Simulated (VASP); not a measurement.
AlAs: single point with PBE

AlAs:

```xyz
2
Lattice="0.0000 2.8633 2.8633 2.8633 0.0000 2.8633 2.8633 2.8633 0.0000" Properties=species:S:1:pos:R:3 pbc="T T T"
Al    4.2950    4.2950    4.2950
As    0.0000    0.0000    0.0000
```

| Quantity | Value |
| --- | --- |
| Program | VASP 6.6.1 |
| Task | single point |
| Functional | PBE |
| Potentials or basis | VASP PAW PBE potentials, release 64 (Al, As) |
| Cutoff | 500 eV |
| k mesh | 8 × 8 × 8 |
| Occupations | gaussian, width 0.02 eV |
| Spin | no spin polarisation |
| Dipole correction | no |
| Further INCAR settings | ALGO = Normal; EDIFF = 1e-06; NBANDS = 11 |

The pressure is 0.2 GPa. The band gap on the k mesh is 1.49 eV, indirect (least direct gap 1.79 eV).

Levels at points of the mesh, in eV from the valence-band top:
```csv
k point,band 1,band 2,band 3,band 4,band 5,band 6,band 7,band 8
"(0.00, 0.00, 0.00)",-11.67,0.00,0.00,0.00,1.79,4.23,4.23,4.23
"(0.50, 0.00, 0.00)",-10.33,-5.42,-0.80,-0.80,2.01,4.65,4.65,7.68
"(0.50, 0.50, 0.00)",-9.81,-5.31,-2.10,-2.10,1.49,2.29,10.07,10.07
```

It took 12 s on 1 thread of Intel(R) Xeon(R) Platinum 8375C CPU @ 2.90GHz (Ice Lake), on a shared host, peak memory 0.17 GiB.

A k mesh can miss the band edges. PBE gaps usually lie below the measured ones, often by a third to a half.
